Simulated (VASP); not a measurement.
# Li (Im-3m) in VASP: settings compared

The runs below take Li through single point, with revPBE+D3(BJ), r2SCAN+D4.

Program: VASP 6.6.1. These are calculated values, not measurements. Logs are shortened: lines on timing, memory, paths and dates and some standing lists are left out, and cuts for length are marked.

### 1 The cell of the first run

The structure is cubic, space group Im-3m (No. 229). Conventional cell: a = 3.462 Å, b = 3.462 Å, c = 3.462 Å, α = 90.00°, β = 90.00°, γ = 90.00°. Within 3.9 Å of Li (site symmetry m-3m) lie 14 Li at 3.00 to 3.46 Å.

### 2 Single point, revPBE+D3(BJ)

INCAR reads:

```
PREC     = Accurate       # precision mode
ENCUT    = 520            # plane-wave cutoff, eV
EDIFF    = 1E-7           # SCF threshold, eV
ISMEAR   = -1             # smearing method
SIGMA    = 0.05           # smearing width, eV
LREAL    = False          # projectors in reciprocal space
LASPH    = True           # aspherical terms in the spheres
NELM     = 100            # most SCF steps
ALGO     = Fast           # electronic algorithm
ISIF     = 2              # what is computed and relaxed
LWAVE    = False          # write WAVECAR
LCHARG   = True           # write CHGCAR
GGA      = RE             # functional
IVDW     = 12             # dispersion correction
LELF     = True           # ELF
LVHAR    = True         
NBANDS   = 8              # bands
```

KPOINTS reads:

```
Automatic mesh
0
Gamma
  11 11 11
```

POSCAR reads:

```
Li
1.0
   -1.7309356065      1.7309356065      1.7309356065
    1.7309356065     -1.7309356065      1.7309356065
    1.7309356065      1.7309356065     -1.7309356065
Li
1
Direct
    0.0000000000      0.0000000000      0.0000000000
```

Potentials or basis: VASP PAW PBE potentials, release 64 (Li_sv).

The run is started by

```bash
$ cat potpaw_PBE.64/Li_sv/POTCAR > POTCAR
$ mpirun -np 1 vasp_std > vasp.out
```

OUTCAR:

```text
PREC = Accurate
   ENCUT = 520
   EDIFF = 1E-7
   ISMEAR = -1
   LREAL = False
   LASPH = True
   NELM = 100
   ISIF = 2
   GGA = RE
   IVDW = 12
 IVDW          = 12

 ion  position               nearest neighbor table
   1  0.000  0.000  0.000-

  LATTYP: Found a body centered cubic cell.
 ALAT       =     3.4618712130

  Lattice vectors:

 A1 = (  -1.7309356065,   1.7309356065,   1.7309356065)
 A2 = (   1.7309356065,  -1.7309356065,   1.7309356065)
 A3 = (   1.7309356065,   1.7309356065,  -1.7309356065)

Analysis of symmetry for initial positions (statically):
=====================================================================
 Subroutine PRICEL returns:
 Original cell was already a primitive cell.

 Routine SETGRP: Setting up the symmetry group for a
 body centered cubic supercell.

 Subroutine GETGRP returns: Found 48 space group operations
 (whereof 48 operations were pure point group operations)
 out of a pool of 48 trial point group operations.

The static configuration has the point symmetry O_h .

Analysis of symmetry for dynamics (positions and initial velocities):
=====================================================================
 Subroutine PRICEL returns:
 Original cell was already a primitive cell.

 Routine SETGRP: Setting up the symmetry group for a
 body centered cubic supercell.

 Subroutine GETGRP returns: Found 48 space group operations
 (whereof 48 operations were pure point group operations)
 out of a pool of 48 trial point group operations.

The dynamic configuration has the point symmetry O_h .

 Subroutine INISYM returns: Found 48 space group operations
 (whereof 48 operations are pure point group operations),
 and found     1 'primitive' translations

----------------------------------------------------------------------------------------

                                     Primitive cell

  volume of cell :      20.7445

  direct lattice vectors                    reciprocal lattice vectors
    -1.730935606  1.730935606  1.730935606     0.000000000  0.288861121  0.288861121
     1.730935606 -1.730935606  1.730935606     0.288861121  0.000000000  0.288861121
     1.730935606  1.730935606 -1.730935606     0.288861121  0.288861121  0.000000000

  length of vectors
     2.998068415  2.998068415  2.998068415     0.408511315  0.408511315  0.408511315

  position of ions in fractional coordinates (direct lattice)
     0.000000000  0.000000000  0.000000000

  ion indices of the primitive-cell ions
   primitive index   ion index
                 1           1

----------------------------------------------------------------------------------------

 KPOINTS: Automatic mesh

Automatic generation of k-mesh.
 Grid dimensions read from file:
 generate k-points for:   11   11   11

 Generating k-lattice:

  Cartesian coordinates                     Fractional coordinates (reciprocal lattice)
     0.000000000  0.026260102  0.026260102     0.090909091  0.000000000  0.000000000
     0.026260102  0.000000000  0.026260102     0.000000000  0.090909091  0.000000000
     0.026260102  0.026260102  0.000000000     0.000000000  0.000000000  0.090909091

  Length of vectors
     0.037137392  0.037137392  0.037137392

  Shift w.r.t. Gamma in fractional coordinates (k-lattice)
     0.000000000  0.000000000  0.000000000

 Subroutine IBZKPT returns following result:
 ===========================================

 Found     56 irreducible k-points:

 Following reciprocal coordinates:
            Coordinates               Weight
  0.000000  0.000000  0.000000      1.000000
  0.090909  0.000000  0.000000     12.000000
  0.181818  0.000000  0.000000     12.000000
  0.272727  0.000000  0.000000     12.000000
  0.363636  0.000000  0.000000     12.000000
  0.454545  0.000000  0.000000     12.000000
[... 16 lines left out ...]
  0.272727  0.181818  0.090909     48.000000
  0.363636  0.181818  0.090909     24.000000
 [... further k-points ...]
   k-points           NKPTS =     56   k-points in BZ     NKDIM =     56   number of bands    NBANDS=      8
   number of dos      NEDOS =    301   number of ions     NIONS =      1
   total plane-waves  NPLWV =  13824
   dimension x,y,z NGX =    24 NGY =   24 NGZ =   24
   dimension x,y,z NGXF=    48 NGYF=   48 NGZF=   48
   ions per type =               1
   NGX,Y,Z   is equivalent  to a cutoff of  13.31, 13.31, 13.31 a.u.
   NGXF,Y,Z  is equivalent  to a cutoff of  26.62, 26.62, 26.62 a.u.
 SYSTEM =  unknown system
   PREC   = accura    normal or accurate (medium, high low for compatibility)
   ISTART =      0    job   : 0-new  1-cont  2-samecut
   ICHARG =      2    charge: 1-file 2-atom 10-const
   ISPIN  =      1    spin polarized calculation?
   LNONCOLLINEAR =      F non collinear calculations
   LSORBIT =      F    spin-orbit coupling
   LASPH  =      T    aspherical Exc in radial PAW
   ENCUT  =  520.0 eV  38.22 Ry    6.18 a.u.   5.57  5.57  5.57*2*pi/ulx,y,z
   NELM   =    100;   NELMIN=  2; NELMDL= -5     # of ELM steps
   EDIFF  = 0.1E-06   stopping-criterion for ELM
   LREAL  =      F    real-space projection
   EDIFFG = 0.1E-05   stopping-criterion for IOM
   NSW    =      0    number of steps for IOM
   IBRION =     -1    ionic relax: 0-MD 1-quasi-New 2-CG
   NFREE  =      0    steps in history (QN), initial steepest desc. (CG)
   ISIF   =      2    stress and relaxation
   ISYM   =      2    0-nonsym 1-usesym 2-fastsym
   POTIM  = 0.5000    time-step for ionic-motion
   TEBEG  =    0.0;   TEEND  =   0.0 temperature during run
   PSTRESS=    0.0 pullay stress
   NELECT =       3.0000    total number of electrons
   NUPDOWN=      -1.0000    fix difference up-down
   EMIN   =  10.00;   EMAX   =-10.00  energy-range for DOS
   EFERMI =   0.00;   METHOD = LEGACY
   ISMEAR =    -1;   SIGMA  =   0.05  broadening in eV -4-tet -1-fermi 0-gaus
   EFERMI_NEDOS =   21; number of points for ismear=-14 and -15
   IALGO  =     68    algorithm
   IMIX   =      4    mixing-type and parameters
     AMIX     =   0.40;   BMIX     =  1.00
     AMIX_MAG =   1.60;   BMIX_MAG =  1.00
  volume/ion in A,a.u.               =      20.74       139.99
  Fermi-wavevector in a.u.,A,eV,Ry     =   0.859306  1.623852 10.046627  0.738406
  Thomas-Fermi vector in A             =   1.976641
   LORBIT       =      0    0 simple, 1 ext, 2 COOP (PROOUT), +10 PAW based schemes
   GGA     = RE    functional components
   LHFCALC =     F    Hartree Fock is set to
   AEXX    =    0.0000 exact exchange contribution
   IVDW    =    12    specifies the selected vdW correction
   LEPSILON=     F    determine dielectric tensor
   LRPA    =     F    only Hartree local field effects (RPA)
 non-spin polarized calculation
 RMM-DIIS sequential band-by-band and
  energy-cutoff  :      520.00
  volume of cell :       20.74
 maximum number of plane-waves:       572
   NGX = 11   NGY = 11   NGZ = 11

 number of electron       2.9999993 magnetization

 Free energy of the ion-electron system (eV)
  ---------------------------------------------------
  ext. energy  EPLUGINS =         0.00000000
  ---------------------------------------------------
  free energy    TOTEN  =        -1.81342833 eV

  energy without entropy =       -1.80973049  energy(sigma->0) =       -1.81157941

 E-fermi :   0.6545     XC(G=0):  -6.9077

 val. band max:        0.6518310732   @ k =   0.4545   0.0000   0.0000
 cond. band min:       0.8248794780   @ k =   0.1818   0.1818   0.1818
 fundamental gap:      0.1730484049
 Fermi energy:         0.6545030955

 k-point     1 :       0.0000    0.0000    0.0000
  band No.  band energies     occupation
      1     -46.0876      2.00000
      2      -2.9159      2.00000
      3      15.2236      0.00000
      4      15.2236      0.00000
      5      15.2237      0.00000
      6      19.7199      0.00000
      7      19.7199      0.00000
      8      19.7200      0.00000

 k-point     2 :       0.0909    0.0000    0.0000
  band No.  band energies     occupation
      1     -46.0864      2.00000
      2      -2.7600      2.00000
      3      14.1094      0.00000
      4      14.4859      0.00000
      5      14.9391      0.00000
      6      18.0195      0.00000
      7      18.1788      0.00000
      8      19.6910      0.00000

 k-point     3 :       0.1818    0.0000    0.0000
  band No.  band energies     occupation
      1     -46.0827      2.00000
      2      -2.2915      2.00000
      3      11.4037      0.00000
      4      13.2326      0.00000
      5      14.2134      0.00000
      6      16.5590      0.00000
      7      17.2404      0.00000
      8      19.5954      0.00000

 k-point     4 :       0.2727    0.0000    0.0000
  band No.  band energies     occupation
      1     -46.0779      2.00000
      2      -1.5138      2.00000
      3       8.5363      0.00000
      4      12.1511      0.00000
      5      13.3986      0.00000
      6      15.3273      0.00000
      7      17.1387      0.00000
      8      20.2600      0.00000

 k-point     5 :       0.3636    0.0000    0.0000
  band No.  band energies     occupation
      1     -46.0735      2.00000
      2      -0.4590      2.00000
      3       6.0093      0.00000
      4      11.3977      0.00000
      5      12.7659      0.00000
      6      14.5032      0.00000
      7      17.2941      0.00000
      8      21.4170      0.00000
[... 177 lines left out ...]
 k-point    22 :       0.1818    0.1818    0.0909
  band No.  band energies     occupation
      1     -46.0731      2.00000
      2      -0.2640      2.00000
      3       7.1414      0.00000
      4       8.3484      0.00000
      5      10.3952      0.00000
      6      19.4821      0.00000
      7      19.6539      0.00000
      8      22.4747      0.00000

 k-point    23 :       0.2727    0.1818    0.0909
  band No.  band energies     occupation
      1     -46.0705      2.00000
      2       0.9389      0.00675
      3       5.1194      0.00000
      4       7.5312      0.00000
      5      10.0014      0.00000
      6      19.8780      0.00000
      7      20.4664      0.00000
      8      23.3733      0.00000

 k-point    24 :       0.3636    0.1818    0.0909
  band No.  band energies     occupation
      1     -46.0696      2.00000
      2       1.8657      0.00000
      3       3.8637      0.00000
      4       7.3052      0.00000
      5       9.8706      0.00000
      6      19.9136      0.00000
      7      20.8787      0.00000
      8      24.1671      0.00000

 [... further k-points ...]

------------------------ aborting loop because EDIFF is reached ----------------------------------------

 Edisp (eV)   -0.32206

 E8    (eV) :    -0.2215

  FORCE on cell =-STRESS in cart. coord.  units (eV):
  Direction    XX          YY          ZZ          XY          YZ          ZX
  --------------------------------------------------------------------------------------
  -------------------------------------------------------------------------------------
  Total      -0.28708    -0.28708    -0.28708     0.00000     0.00000    -0.00000
  in kB     -22.17263   -22.17263   -22.17263     0.00000     0.00000    -0.00000
  external pressure =      -22.17 kB  Pullay stress =        0.00 kB

 VOLUME and BASIS-vectors are now :
 -----------------------------------------------------------------------------
  energy-cutoff  :      520.00
  volume of cell :       20.74
      direct lattice vectors                 reciprocal lattice vectors
    -1.730935606  1.730935606  1.730935606     0.000000000  0.288861121  0.288861121
     1.730935606 -1.730935606  1.730935606     0.288861121  0.000000000  0.288861121
     1.730935606  1.730935606 -1.730935606     0.288861121  0.288861121  0.000000000

 POSITION                                       TOTAL-FORCE (eV/Angst)
 -----------------------------------------------------------------------------------
      0.00000      0.00000      0.00000         0.000000     -0.000000     -0.000000
 -----------------------------------------------------------------------------------
    total drift:                               -0.000000      0.000000      0.000000

  FREE ENERGIE OF THE ION-ELECTRON SYSTEM (eV)
  ---------------------------------------------------
  free  energy   TOTEN  =        -2.1354906542 eV

  energy  without entropy=       -2.1317928136  energy(sigma->0) =       -2.13364173
```

It took 6.4 s on 1 thread of Intel Xeon Platinum 8488C (Sapphire Rapids), shared host; peak memory 0.13 GiB.

Results:

```
Free energy                : -2.1355 eV
Dispersion energy per atom : -0.322 eV
```

Caveat: the cutoff is under 1.25 times the usual one of these potentials, so pressure, stress and relaxed cells hold a basis-set (Pulay) error; the PAW data sets were made with another functional, which shifts forces and pressure a little; pairwise dispersion overbinds metals, which lowers pressure and volume.

[end of part 1 of 2]
